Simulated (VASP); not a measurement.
Input of a VASP 6.6.1 run:

The input INCAR:

```
SYSTEM = Hg3Pt
PREC = Accurate ; ENCUT = 570
EDIFF = 1E-6 ; ISMEAR = 1
SIGMA = 0.15 ; LREAL = .False.
LASPH = .True. ; NELM = 120
ALGO = Normal ; ISIF = 2
LWAVE = .False. ; LCHARG = .False.
GGA = CA ; NBANDS = 47
GGA_COMPAT = .False.
```

The input KPOINTS:

```
regular mesh
0
Gamma
  5 5 5
  0 0 0
```

File POSCAR:

```
Hg3Pt
1.0
    4.1008509673      0.0000000000      0.0000000000
    0.0000000000      4.1008509673      0.0000000000
    0.0000000000      0.0000000000      4.1008509673
Hg Pt
3 1
Direct
    0.0000000000      0.5000000000      0.5000000000
    0.5000000000      0.0000000000      0.5000000000
    0.5000000000      0.5000000000      0.0000000000
    0.0000000000      0.0000000000      0.0000000000
```

Potentials or basis: VASP PAW LDA potentials, release 64 (Hg_sv_GW, Pt_sv_GW).

Command:

```bash
$ cat potpaw_LDA.64/Hg_sv_GW/POTCAR potpaw_LDA.64/Pt_sv_GW/POTCAR > POTCAR
$ mpirun -np 1 vasp_std > vasp.out
```

Q: Predict the band gap on the k mesh.

A: Zero (bands 39 and 40 overlap by 2.94 eV).

Q: Predict the pressure.

A: 10.4 GPa.

Caveat: the cell stands under pressure; spin-orbit coupling is left out, which moves the levels of the heavy elements.
